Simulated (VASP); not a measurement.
MgZn2S3, 6 atoms in the cell. Symmetry: P3m1, No. 156, trigonal system. The conventional cell has a = 3.906 Å, b = 3.906 Å, c = 9.590 Å, α = 90.00°, β = 90.00°, γ = 120.00°. Within 3.2 Å of Mg (site symmetry 3m) lie 4 S at 2.42 to 2.47 Å. Within 3.1 Å of Zn (site symmetry 3m) lie 4 S at 2.36 to 2.38 Å. Zn (site symmetry 3m) has 4 S at 2.36 to 2.38 Å within 3.1 Å. Within 3.1 Å of S (site symmetry 3m) lie 1 Zn at 2.36 Å and 3 Mg at 2.42 Å. S (site symmetry 3m) has 4 Zn at 2.36 to 2.38 Å within 3.1 Å. Within 3.1 Å of S (site symmetry 3m) lie 3 Zn at 2.38 Å and 1 Mg at 2.47 Å. 

| Item | Value |
| --- | --- |
| Program | VASP 6.6.1 |
| Task | single point |
| Functional | PBE |
| Potentials or basis | VASP PAW PBE potentials, release 64 (Mg, Zn, S) |
| Cutoff | 520 eV |
| k mesh | 12 × 12 × 4 |
| Occupations | gaussian, width 0.02 eV |
| Spin | no spin polarisation |
| Dipole correction | no |
| Further INCAR settings | ALGO = Normal; EDIFF = 1e-07; NBANDS = 31 |

Potentials or basis: VASP PAW PBE potentials, release 64 (Mg, Zn, S).

The run is started by

```sh
$ cat potpaw_PBE.64/Mg/POTCAR potpaw_PBE.64/Zn/POTCAR potpaw_PBE.64/S/POTCAR > POTCAR
$ mpirun -np 1 vasp_std > vasp.out
```

Hardware: 1 thread of Intel(R) Xeon(R) Platinum 8375C CPU @ 2.90GHz (Ice Lake), with other jobs on the host.

Task: Estimate the wall time of this run.

Result: Wall time 5.4 min on 1 thread of Intel(R) Xeon(R) Platinum 8375C CPU @ 2.90GHz (Ice Lake), on a shared host, peak memory 0.41 GiB. Counts: scf iterations 17, k points 69.
